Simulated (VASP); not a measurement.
Set up this calculation in VASP 6.6.1, as the native input.

| Item | Value |
| --- | --- |
| Task | single point |
| Functional | PBE |
| Potentials or basis | VASP PAW PBE potentials, release 64 (B, Ru_pv) |
| Cutoff | 500 eV |
| k mesh | 6 × 6 × 6 |
| Occupations | gaussian, width 0.1 eV |
| Spin | collinear spin, ferromagnetic start |
| Starting moments | [0.0, 0.0, 0.0, 0.0, 1.0] μB |
| Dipole correction | no |
| Further INCAR settings | ALGO = Normal; EDIFF = 1e-06; NBANDS = 25 |

The structure of B4Ru lies in POSCAR:

```
B4Ru
1.0
    3.4613378014      0.0000000000      0.0000000000
    0.0000000000      3.4613378014      0.0000000000
    0.0000000000      0.0000000000      3.4613378014
B Ru
4 1
Direct
    0.0000000000      0.0000000000      0.0000000000
    0.5000000000      0.0000000000      0.0000000000
    0.0000000000      0.5000000000      0.0000000000
    0.0000000000      0.0000000000      0.5000000000
    0.5000000000      0.5000000000      0.5000000000
```

The cell was built from a structure type or drawn by symmetry, and may not be a known phase.

The input as run:

INCAR

```
SYSTEM = B4Ru
PREC = Accurate
ENCUT = 500
EDIFF = 1E-6
ISMEAR = 0
SIGMA = 0.1
LREAL = .False.
LASPH = .True.
NELM = 200
ALGO = Normal
ISIF = 2
LWAVE = .False.
LCHARG = .True.
ISPIN = 2
MAGMOM = 0 0 0 0 1
LORBIT = 11
LMAXMIX = 4
GGA = PE
LELF = .True.
LVHAR = .True.
NBANDS = 25
GGA_COMPAT = .False.
```

KPOINTS

```
regular mesh
0
Gamma
  6 6 6
  0 0 0
```

Potentials or basis: VASP PAW PBE potentials, release 64 (B, Ru_pv).

Run with:

```bash
$ cat potpaw_PBE.64/B/POTCAR potpaw_PBE.64/Ru_pv/POTCAR > POTCAR
$ mpirun -np 1 vasp_std > vasp.out
```

Results of the run:

* Pressure: 0.0 GPa
* Band gap on the k mesh: zero (filled and empty bands overlap)
* Net moment: 0.00 μB per cell
* Valence electrons inside the program's atomic spheres: B 2.14, 1.72 (each value once); Ru 12.70

Wall time 72 s on 1 thread of AMD EPYC 7R43 64-Core Processor (Zen 3) (shared host), peak memory 0.14 GiB.
